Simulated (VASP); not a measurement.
# Cr (Im-3m) in VASP: a series of runs, part 2 of 2

VASP 6.6.1. The steps go on from the part before.

### 4 Single point, PBE, collinear spin, ferromagnetic start

INCAR

```
PREC = Accurate
ENCUT = 520
EDIFF = 1E-6
ISMEAR = 0
SIGMA = 0.017
LREAL = False
LASPH = True
NELM = 150
ALGO = Normal
ISIF = 2
LWAVE = False
LCHARG = False
ISPIN = 2
MAGMOM = 3
LORBIT = 11
LMAXMIX = 4
GGA = PE
NBANDS = 16
```

KPOINTS

```
regular mesh
0
Gamma
  12 12 12
```

POSCAR

```
Cr
1.0
   -1.4844496776      1.4844496776      1.4844496776
    1.4844496776     -1.4844496776      1.4844496776
    1.4844496776      1.4844496776     -1.4844496776
Cr
1
Direct
    0.0000000000      0.0000000000      0.0000000000
```

Potentials or basis: VASP PAW PBE potentials, release 64 (Cr_pv).

Command:

```console
cat potpaw_PBE.64/Cr_pv/POTCAR > POTCAR
mpirun -np 1 vasp_std > vasp.out
```

OUTCAR:

```text
PREC = Accurate
   ENCUT = 520
   EDIFF = 1E-6
   ISMEAR = 0
   LREAL = False
   LASPH = True
   NELM = 150
   ISIF = 2
   ISPIN = 2
   LORBIT = 11
   GGA = PE

 ion  position               nearest neighbor table
   1  0.000  0.000  0.000-

  LATTYP: Found a body centered cubic cell.
 ALAT       =     2.9688993552

  Lattice vectors:

 A1 = (  -1.4844496776,   1.4844496776,   1.4844496776)
 A2 = (   1.4844496776,  -1.4844496776,   1.4844496776)
 A3 = (   1.4844496776,   1.4844496776,  -1.4844496776)

Analysis of symmetry for initial positions (statically):
=====================================================================
 Subroutine PRICEL returns:
 Original cell was already a primitive cell.

 Routine SETGRP: Setting up the symmetry group for a
 body centered cubic supercell.

 Subroutine GETGRP returns: Found 48 space group operations
 (whereof 48 operations were pure point group operations)
 out of a pool of 48 trial point group operations.

The static configuration has the point symmetry O_h .

Analysis of symmetry for dynamics (positions and initial velocities):
=====================================================================
 Subroutine PRICEL returns:
 Original cell was already a primitive cell.

 Routine SETGRP: Setting up the symmetry group for a
 body centered cubic supercell.

 Subroutine GETGRP returns: Found 48 space group operations
 (whereof 48 operations were pure point group operations)
 out of a pool of 48 trial point group operations.

The dynamic configuration has the point symmetry O_h .

Analysis of structural, dynamic, and magnetic symmetry:
=====================================================================
 Subroutine PRICEL returns:
 Original cell was already a primitive cell.

 Routine SETGRP: Setting up the symmetry group for a
 body centered cubic supercell.

 Subroutine GETGRP returns: Found 48 space group operations
 (whereof 48 operations were pure point group operations)
 out of a pool of 48 trial point group operations.

The overall configuration has the point symmetry O_h .

 Subroutine INISYM returns: Found 48 space group operations
 (whereof 48 operations are pure point group operations),
 and found     1 'primitive' translations

----------------------------------------------------------------------------------------

                                     Primitive cell

  volume of cell :      13.0845

  direct lattice vectors                    reciprocal lattice vectors
    -1.484449678  1.484449678  1.484449678     0.000000000  0.336825160  0.336825160
     1.484449678 -1.484449678  1.484449678     0.336825160  0.000000000  0.336825160
     1.484449678  1.484449678 -1.484449678     0.336825160  0.336825160  0.000000000

  length of vectors
     2.571142263  2.571142263  2.571142263     0.476342709  0.476342709  0.476342709

  position of ions in fractional coordinates (direct lattice)
     0.000000000  0.000000000  0.000000000

  ion indices of the primitive-cell ions
   primitive index   ion index
                 1           1

----------------------------------------------------------------------------------------

 KPOINTS: regular mesh

Automatic generation of k-mesh.
 Grid dimensions read from file:
[... 25 lines left out ...]
  0.250000  0.000000  0.000000     12.000000
  0.333333  0.000000  0.000000     12.000000
  0.416667  0.000000  0.000000     12.000000
[... 16 lines left out ...]
  0.333333  0.083333  0.083333     24.000000
  0.416667  0.083333  0.083333     12.000000
 [... further k-points ...]
   k-points           NKPTS =     72   k-points in BZ     NKDIM =     72   number of bands    NBANDS=     16
   number of dos      NEDOS =    301   number of ions     NIONS =      1
   total plane-waves  NPLWV =   8000
   dimension x,y,z NGX =    20 NGY =   20 NGZ =   20
   dimension x,y,z NGXF=    40 NGYF=   40 NGZF=   40
   ions per type =               1
   NGX,Y,Z   is equivalent  to a cutoff of  12.93, 12.93, 12.93 a.u.
   NGXF,Y,Z  is equivalent  to a cutoff of  25.86, 25.86, 25.86 a.u.
 SYSTEM =  unknown system
   PREC   = accura    normal or accurate (medium, high low for compatibility)
   ISTART =      0    job   : 0-new  1-cont  2-samecut
   ICHARG =      2    charge: 1-file 2-atom 10-const
   ISPIN  =      2    spin polarized calculation?
   LNONCOLLINEAR =      F non collinear calculations
   LSORBIT =      F    spin-orbit coupling
   LASPH  =      T    aspherical Exc in radial PAW
   ENCUT  =  520.0 eV  38.22 Ry    6.18 a.u.   4.78  4.78  4.78*2*pi/ulx,y,z
   NELM   =    150;   NELMIN=  2; NELMDL= -5     # of ELM steps
   EDIFF  = 0.1E-05   stopping-criterion for ELM
   LREAL  =      F    real-space projection
[... 7 lines left out ...]
   TEBEG  =    0.0;   TEEND  =   0.0 temperature during run
   PSTRESS=    0.0 pullay stress
   NELECT =      12.0000    total number of electrons
   NUPDOWN=      -1.0000    fix difference up-down
   EMIN   =  10.00;   EMAX   =-10.00  energy-range for DOS
   EFERMI =   0.00;   METHOD = LEGACY
   ISMEAR =     0;   SIGMA  =   0.02  broadening in eV -4-tet -1-fermi 0-gaus
   EFERMI_NEDOS =   21; number of points for ismear=-14 and -15
   IALGO  =     38    algorithm
   IMIX   =      4    mixing-type and parameters
     AMIX     =   0.40;   BMIX     =  1.00
     AMIX_MAG =   1.60;   BMIX_MAG =  1.00
  volume/ion in A,a.u.               =      13.08        88.30
  Fermi-wavevector in a.u.,A,eV,Ry     =   1.590559  3.005721 34.421077  2.529878
  Thomas-Fermi vector in A             =   2.689235
   LORBIT       =     11    0 simple, 1 ext, 2 COOP (PROOUT), +10 PAW based schemes
   GGA     = PE    functional components
   LHFCALC =     F    Hartree Fock is set to
   AEXX    =    0.0000 exact exchange contribution
   IVDW    =     0    specifies the selected vdW correction
   LEPSILON=     F    determine dielectric tensor
   LRPA    =     F    only Hartree local field effects (RPA)
 spin polarized calculation
 Gauss-broadening in eV      SIGMA  =   0.02
  energy-cutoff  :      520.00
  volume of cell :       13.08
 maximum number of plane-waves:       370
   NGX =  9   NGY =  9   NGZ =  9

 number of electron      12.0000008 magnetization      -0.0078731

 number of electron      12.0000008 magnetization       0.0006202

 Free energy of the ion-electron system (eV)
  ---------------------------------------------------
  ext. energy  EPLUGINS =         0.00000000
  ---------------------------------------------------
  free energy    TOTEN  =        -9.38197602 eV

  energy without entropy =       -9.38183859  energy(sigma->0) =       -9.38190730

 E-fermi :   9.2782     XC(G=0): -12.9618

 val. band max:        9.2125726683   @ k =  -0.2500   0.3333   0.1667
 cond. band min:       9.2917753510   @ k =   0.4167   0.0833   0.0000
 fundamental gap:      0.0792026827
 Fermi energy:         9.2782497112

 spin component 1

 k-point     1 :       0.0000    0.0000    0.0000
  band No.  band energies     occupation
      1     -33.5545      1.00000
      2     -33.5545      1.00000
      3     -33.5545      1.00000
      4       1.9045      1.00000
      5       8.5444      1.00000
      6       8.5444      1.00000
[... 435 lines left out ...]
      5       7.1751      1.00000
      6       9.0518      1.00000
[... 8 lines left out ...]
     15      38.4267      0.00000
     16      39.7910      0.00000

 [... further k-points ...]

 spin component 2

 k-point     1 :       0.0000    0.0000    0.0000
  band No.  band energies     occupation
      1     -33.5547      1.00000
      2     -33.5547      1.00000
      3     -33.5547      1.00000
      4       1.9056      1.00000
      5       8.5446      1.00000
      6       8.5446      1.00000
[... 435 lines left out ...]
      5       7.1754      1.00000
      6       9.0524      1.00000
[... 8 lines left out ...]
     15      38.4276      0.00000
     16      39.7920      0.00000

 [... further k-points ...]
[... 5 lines left out ...]
  --------------------------------------------------------------------------------------
  -------------------------------------------------------------------------------------
  Total       -2.0836644     -2.0836644     -2.0836644     -0.0000000     -0.0000000      0.0000000
  in kB     -255.1419846   -255.1419846   -255.1419846     -0.0000000     -0.0000000      0.0000000
  external PRESSURE =    -255.1419846 kB  Pullay stress =       0.0000000 kB

 VOLUME and BASIS-vectors are now :
 -----------------------------------------------------------------------------
  energy-cutoff  :      520.00
  volume of cell :       13.08
      direct lattice vectors                 reciprocal lattice vectors
    -1.484449678  1.484449678  1.484449678     0.000000000  0.336825160  0.336825160
     1.484449678 -1.484449678  1.484449678     0.336825160  0.000000000  0.336825160
     1.484449678  1.484449678 -1.484449678     0.336825160  0.336825160  0.000000000

 POSITION                                       TOTAL-FORCE (eV/Angst)
 -----------------------------------------------------------------------------------
      0.00000      0.00000      0.00000         0.000000      0.000000      0.000000
 -----------------------------------------------------------------------------------
    total drift:                                0.000000     -0.000000      0.000000

  FREE ENERGIE OF THE ION-ELECTRON SYSTEM (eV)
  ---------------------------------------------------
  free  energy   TOTEN  =        -9.3819760171 eV

  energy  without entropy=       -9.3818385881  energy(sigma->0) =       -9.38190730

 total charge

# of ion       s       p       d       tot
------------------------------------------
    1        0.396   6.325   4.096  10.817

 magnetization (x)

# of ion       s       p       d       tot
------------------------------------------
    1        0.000   0.000   0.000   0.000
```

OSZICAR:

```text
N       E                     dE             d eps       ncg     rms          rms(c)
DAV:   1     0.838826030992E+02    0.83883E+02   -0.62866E+03  4672   0.842E+02
DAV:   2    -0.826639466566E+01   -0.92149E+02   -0.87822E+02  4960   0.244E+02
DAV:   3    -0.979428654266E+01   -0.15279E+01   -0.15233E+01  5312   0.350E+01
DAV:   4    -0.980046384919E+01   -0.61773E-02   -0.61772E-02  5376   0.220E+00
DAV:   5    -0.980051832145E+01   -0.54472E-04   -0.54472E-04  5336   0.187E-01    0.165E+01
DAV:   6    -0.931837317626E+01    0.48215E+00   -0.24922E+00  4728   0.268E+01    0.366E+00
DAV:   7    -0.938073553121E+01   -0.62362E-01   -0.20375E-01  4824   0.346E+00    0.205E+00
DAV:   8    -0.938415246161E+01   -0.34169E-02   -0.47539E-03  5232   0.902E-01    0.102E+00
DAV:   9    -0.938173274833E+01    0.24197E-02   -0.15391E-03  5184   0.472E-01    0.238E-01
DAV:  10    -0.938194246650E+01   -0.20972E-03   -0.31184E-04  5000   0.236E-01    0.876E-02
DAV:  11    -0.938197667803E+01   -0.34212E-04   -0.23227E-05  4768   0.507E-02    0.212E-02
DAV:  12    -0.938197601714E+01    0.66090E-06   -0.21922E-06  4984   0.145E-02
   1 F= -.93819760E+01 E0= -.93819073E+01  d E =-.137429E-03  mag=    -0.0010
```

Run time: 15 s. Hardware: 1 thread of AMD EPYC 9R45 (Zen 5), shared host; peak memory 0.11 GiB.

What came out:

```
Free energy                                           : -9.3820 eV
Pressure                                              : -25.5 GPa
Band gap on the k mesh                                : zero (filled and empty bands overlap)
Net moment                                            : 0.00 μB per cell
Valence electrons inside the program's atomic spheres : Cr 10.82
```

Levels at points of the mesh, in eV from the Fermi level:
Spin up:
```
           k point  band 4  band 5  band 6  band 7  band 8  band 9
(0.00, 0.00, 0.00)   -7.37   -0.73   -0.73   -0.73    1.02    1.02
(0.50, 0.00, 0.00)   -3.82   -2.03    0.88    0.99    1.28    2.41
(0.50, 0.50, 0.50)   -3.57   -3.57    2.08    2.08    2.08    7.10
```
Spin down:
| k point | band 3 | band 4 | band 5 | band 6 | band 7 | band 8 | band 9 | band 10 |
| --- | --- | --- | --- | --- | --- | --- | --- | --- |
| (0.00, 0.00, 0.00) | -42.83 | -7.37 | -0.73 | -0.73 | -0.73 | 1.02 | 1.02 | 7.10 |
| (0.50, 0.00, 0.00) | -42.84 | -3.82 | -2.03 | 0.88 | 0.99 | 1.28 | 2.41 | 7.09 |
| (0.50, 0.50, 0.50) | -43.26 | -3.57 | -3.57 | 2.08 | 2.08 | 2.08 | 7.10 | 9.57 |

Caveat: the starting moments collapsed, and a magnetic state may lie lower.
